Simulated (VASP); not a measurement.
Wanted: the native input for a VASP 6.6.1 run.

| Quantity | Value |
| --- | --- |
| Task | single point |
| Functional | PBE |
| Potentials or basis | VASP PAW PBE potentials, release 64 (Co) |
| Cutoff | 520 eV |
| k mesh | 21 × 21 × 12 |
| Occupations | gaussian, width 0.15 eV |
| Spin | collinear spin, ferromagnetic start |
| Starting moments | [1.86, 1.86] μB |
| Dipole correction | no |
| Further INCAR settings | ALGO = Normal; EDIFF = 1e-07; NBANDS = 20 |

The structure of Co lies in POSCAR:

```
Co
1.0
    2.5557000000      0.0000000000      0.0000000000
   -1.2778500000      2.2133011245      0.0000000000
    0.0000000000      0.0000000000      4.1331000000
Co
2
Direct
    0.3333333333      0.6666666667      0.2500000000
    0.6666666667      0.3333333333      0.7500000000
```

These files were run (other wordings do the same):

INCAR

```
  ALGO = Normal
  EDIFF = 1E-7
  ENCUT = 520
  GGA = PE
  ISIF = 2
  ISMEAR = 0
  ISPIN = 2
  LASPH = T
  LCHARG = F
  LMAXMIX = 4
  LORBIT = 11
  LREAL = F
  LWAVE = F
  MAGMOM = 1.86 1.86
  NBANDS = 20
  NELM = 150
  PREC = Accurate
  SIGMA = 0.15
```

KPOINTS

```
k-points
0
Gamma
  21 21 12
```

Potentials or basis: VASP PAW PBE potentials, release 64 (Co).

Launch:

```bash
$ cat potpaw_PBE.64/Co/POTCAR > POTCAR
$ mpirun -np 1 vasp_std > vasp.out
```

Results of the run:

```
Pressure                                              : -13.4 GPa
Net moment                                            : 3.32 μB per cell
Site moments                                          : Co +1.70 μB
Valence electrons inside the program's atomic spheres : Co 8.14
```

It took 2 min on 1 thread of Intel(R) Xeon(R) 6975P-C (Granite Rapids), with other jobs on the host, peak memory 0.31 GiB.
